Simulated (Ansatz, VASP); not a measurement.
# One calculation of GaSb, two programs

File INCAR:

```
ALGO     = Normal         # electronic algorithm
EDIFF    = 1E-7           # SCF threshold, eV
ENCUT    = 520            # plane-wave cutoff, eV
GGA      = PS             # functional
GGA_COMPAT= False        
ISIF     = 2              # what is computed and relaxed
ISMEAR   = -1             # smearing method
LASPH    = True           # aspherical terms in the spheres
LCHARG   = False          # write CHGCAR
LORBIT   = 11             # projections on sites
LORBMOM  = True         
LREAL    = False          # projectors in reciprocal space
LSORBIT  = True           # spin-orbit coupling
LWAVE    = False          # write WAVECAR
MAGMOM   = 0 0 0 0 0 0    # initial moments
NBANDS   = 30             # bands
NELM     = 150            # most SCF steps
PREC     = Accurate       # precision mode
SIGMA    = 0.05           # smearing width, eV
```

Contents of KPOINTS:

```
k-points
0
Gamma
  8 8 8
```

The input POSCAR:

```
GaSb
1.0
    0.0000000000      3.0590000000      3.0590000000
    3.0590000000      0.0000000000      3.0590000000
    3.0590000000      3.0590000000      0.0000000000
Sb Ga
1 1
Direct
    0.7500000000      0.7500000000      0.7500000000
    0.0000000000      0.0000000000      0.0000000000
```

Contents of input.yaml:

```yaml
crystal:
  lattice:
    - [0.0, 3.059, 3.059]
    - [3.059, 0.0, 3.059]
    - [3.059, 3.059, 0.0]
  atoms:
    - { symbol: Sb, position: [0.75, 0.75, 0.75] }
    - { symbol: Ga, position: [0.0, 0.0, 0.0] }
hamiltonian:
  xc: pbesol
  pseudopotentials: { kind: paw_fr }
magnetization:
  noncollinear: true
  spin_orbit: true
kpoints:
  mp_grid: { grid: [8, 8, 8] }
  band_path:
    path:
      - [[0.0, 0.0, 0.0], [0.5, 0.0, 0.5], [0.5, 0.25, 0.75], [0.375, 0.375, 0.75], [0.0, 0.0, 0.0], [0.5, 0.5, 0.5], [0.625, 0.25, 0.625], [0.5, 0.25, 0.75], [0.5, 0.5, 0.5], [0.375, 0.375, 0.75]]
      - [[0.625, 0.25, 0.625], [0.5, 0.0, 0.5]]
    npoints: 14
scf:
  occupations: { method: fermi_dirac, width: 0.05 }
  n_extra_bands: 6
output:
  forces: true
  stress: true
  eigenvalues: true
  fatbands: false
  write_density: true
  write_potential: true
  elf: true
  volumetric_format: npy
```

Alike in both runs: functional PBEsol; k mesh 8 × 8 × 8; occupations fermi-dirac, width 0.05 eV; non-collinear spin, spin-orbit coupling.

|  | VASP | Ansatz |
| --- | --- | --- |
| version | VASP 6.6.1 | Ansatz 0.2.0 |
| potentials or method | VASP PAW PBE potentials, release 64 (Sb, Ga_d) | Ansatz PAW |
| plane-wave cutoff (eV) | 520 | 420 |
| valence electrons in the cell | 18 | 28 |
| task | single point | band structure |

VASP gave:

- pressure (GPa): 0.0
- net moment per atom (μB): 0.00

Estimate Ansatz's values.

pressure (GPa): -0.1; net moment per atom (μB): 0.00.

VASP's potentials were made for PBE, not for PBEsol. VASP's potentials hold 18 valence electrons a cell and Ansatz's 28, so a difference there can come from the potentials and not from the codes.
